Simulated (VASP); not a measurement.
Os, 2 atoms in the cell. It takes space group P6_3/mmc (No. 194, hexagonal). The conventional cell has a = 2.695 Å, b = 2.695 Å, c = 4.266 Å, α = 90.00°, β = 90.00°, γ = 120.00°. Within 3.5 Å of Os (site symmetry -6m2) lie 12 Os at 2.64 to 2.70 Å. 

* Program: VASP 6.6.1
* Task: relaxation of shape and atoms at fixed volume
* Functional: PBE
* Potentials or basis: VASP PAW PBE potentials, release 64 (Os)
* Cutoff: 600 eV
* k mesh: 18 × 18 × 10
* Occupations: gaussian, width 0.1 eV
* Spin: no spin polarisation
* Dipole correction: no
* Further INCAR settings: ALGO = Normal; EDIFF = 1e-06; IBRION = 2; EDIFFG = -0.01; NSW = 50; ISIF = 4

Potentials or basis: VASP PAW PBE potentials, release 64 (Os).

Command:

```console
$ cat potpaw_PBE.64/Os/POTCAR > POTCAR
$ mpirun -np 1 vasp_std > vasp.out
```

Hardware: 1 thread of AMD EPYC 9R45 (Zen 5), with other jobs on the host.

Task: How long does it take, and how much memory?

Result: Wall time 74 s on 1 thread of AMD EPYC 9R45 (Zen 5) (shared host), peak memory 0.19 GiB. Counts: scf iterations 22, k points 222, ion steps 3.
